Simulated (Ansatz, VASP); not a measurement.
**Se in VASP and in Ansatz**

```
Se
1.0
     4.32254    0.00000    0.00000
    -2.16127    3.74343    0.00000
     0.00000    0.00000    4.95360
Se
3
Direct
  0.22540 0.00000 0.33333
  0.00000 0.22540 0.66667
  0.77460 0.77460 0.00000
```

Change from the starting cell: equal xx and yy strain of -1 %.

Alike in both runs: task single point; functional PBEsol; k mesh 6 × 6 × 5; occupations fermi-dirac, width 0.03 eV; no spin polarisation.

```csv
,VASP,Ansatz
version,VASP 6.6.1,Ansatz 0.2.0
potentials or method,"VASP PAW PBE potentials, release 64 (Se), cutoff 520 eV","all-electron LAPW, scalar-relativistic"
```

```tsv
	VASP	Ansatz	Ansatz less VASP
gap on the k mesh at the Fermi level (eV)	1.24	1.24	+0.008
pressure (GPa)	1.3	1.1	-0.21
traceless stress, the component that is largest in VASP (GPa)	1.24	1.15	-0.089
rms of the force components (eV/Å)	0.307	0.276	-0.0312
```

VASP's potentials were made for PBE, not for PBEsol. Atom by atom the forces differ by 0.031 eV/Å (rms over components). Ansatz ran all-electron here, and VASP with PAW potentials.
